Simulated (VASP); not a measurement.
Wanted: the native input for a VASP 6.6.1 run.

| Item | Value |
| --- | --- |
| Task | single point |
| Functional | PBE |
| Potentials or basis | VASP PAW PBE potentials, release 64 (K_sv, I) |
| Cutoff | 520 eV |
| k mesh | 6 × 6 × 6 |
| Occupations | gaussian, width 0.01 eV |
| Spin | no spin polarisation |
| Dipole correction | no |
| Further INCAR settings | ALGO = Normal; EDIFF = 1e-06; NBANDS = 15 |

The structure of KI lies in POSCAR:

```
KI
1.0
    4.4268549963      0.0000000000      0.0000000000
    0.0000000000      4.4268549963      0.0000000000
    0.0000000000      0.0000000000      4.4268549963
K I
1 1
Direct
    0.0000000000      0.0000000000      0.0000000000
    0.5000000000      0.5000000000      0.5000000000
```

This cell differs from its parent crystal: volume changed by +6%.

These files were run (other wordings do the same):

INCAR

```
PREC = Accurate
ENCUT = 520
EDIFF = 1E-6
ISMEAR = 0
SIGMA = 0.01
LREAL = F
LASPH = T
NELM = 100
ALGO = Normal
ISIF = 2
LWAVE = F
LCHARG = T
GGA = PE
LELF = T
LVHAR = T
NBANDS = 15
```

KPOINTS

```
Automatic mesh
0
Gamma
  6 6 6
```

Potentials or basis: VASP PAW PBE potentials, release 64 (K_sv, I).

Run with:

```bash
$ cat potpaw_PBE.64/K_sv/POTCAR potpaw_PBE.64/I/POTCAR > POTCAR
$ mpirun -np 1 vasp_std > vasp.out
```

Results of the run:

```
Pressure               : -0.6 GPa
Band gap on the k mesh : 3.11 eV, indirect (least direct gap 3.43 eV)
```

Caveat: spin-orbit coupling is left out, which moves the levels of the heavy elements.

Wall time 18 s on 1 thread of Intel(R) Xeon(R) Platinum 8259CL CPU @ 2.50GHz (Skylake/Cascade Lake) (shared host), peak memory 0.21 GiB.
